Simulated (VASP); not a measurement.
## Mo: single point with PBEsol

Crystal: Mo.

```
Mo
1.0
     2.74460    0.00000    0.00000
    -1.37230    2.37689    0.00000
     0.00000    0.00000    2.56367
Mo
1
Direct
  0.00000 0.00000 0.50000
```

```json
{"Program": "VASP 6.6.1", "Task": "single point", "Functional": "PBEsol", "Potentials or basis": "VASP PAW PBE potentials, release 64 (Mo_sv)", "Cutoff": "520 eV", "k mesh": "12 × 12 × 11", "Occupations": "fermi-dirac, width 0.15 eV", "Spin": "no spin polarisation"}
```

| Quantity | Value |
| --- | --- |
| Pressure | -5.6 GPa |
| Band gap on the k mesh | zero (band 7 reaches 12.25 eV, above the bottom of band 8 at 10.41 eV) |

Stress tensor (GPa, compression positive):
```
 -2.20   0.00   0.00
  0.00  -2.20   0.00
  0.00   0.00 -12.29
```

Levels at points of the mesh, in eV from the Fermi level:
| k point | band 4 | band 5 | band 6 | band 7 | band 8 | band 9 | band 10 | band 11 |
| --- | --- | --- | --- | --- | --- | --- | --- | --- |
| (0.00, 0.00, 0.00) | -34.26 | -6.84 | -4.32 | -0.92 | -0.92 | 4.02 | 4.02 | 12.95 |
| (0.50, 0.00, 0.00) | -34.11 | -4.91 | -3.17 | 0.93 | 0.97 | 3.36 | 4.35 | 9.98 |

Wall time 20 s on 1 thread of Intel Xeon 8259CL, on a shared host, peak memory 0.14 GiB.

Caveat: the PAW data sets were made with another functional, which shifts forces and pressure a little.
